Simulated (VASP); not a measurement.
Here is a VASP 6.6.1 calculation.

The input INCAR:

```
SYSTEM = CdSe
PREC     = Accurate       ! precision mode
ENCUT    = 520            ! plane-wave cutoff, eV
EDIFF    = 1E-7           ! SCF threshold, eV
ISMEAR   = -1             ! smearing method
SIGMA    = 0.05           ! smearing width, eV
LREAL    = .FALSE.        ! projectors in reciprocal space
LASPH    = .TRUE.         ! aspherical terms in the spheres
NELM     = 60             ! most SCF steps
ALGO     = Normal         ! electronic algorithm
ISIF     = 2              ! what is computed and relaxed
LWAVE    = .FALSE.        ! write WAVECAR
LCHARG   = .TRUE.         ! write CHGCAR
GGA      = RE             ! functional
LELF     = .TRUE.         ! ELF
LVHAR    = .TRUE.       
NBANDS   = 16             ! bands
```

KPOINTS

```
Automatic mesh
0
G
  8 8 8
  0 0 0
```

Contents of POSCAR:

```
CdSe
1.0
    0.0000000000      3.1303091811      3.1303091811
    3.1303091811      0.0000000000      3.1303091811
    3.1303091811      3.1303091811      0.0000000000
Cd Se
1 1
Direct
    0.0000000000      0.0000000000      0.0000000000
    0.2500000000      0.2500000000      0.2500000000
```

Potentials or basis: VASP PAW PBE potentials, release 64 (Cd, Se).

Command:

```bash
$ cat potpaw_PBE.64/Cd/POTCAR potpaw_PBE.64/Se/POTCAR > POTCAR
$ mpirun -np 1 vasp_std > vasp.out
```

(1) Predict the pressure.

(2) Estimate the band gap on the k mesh.

Answers

(1) 0.2 GPa.

(2) 0.56 eV, direct.

Caveat: the PAW data sets were made with another functional, which shifts forces and pressure a little.
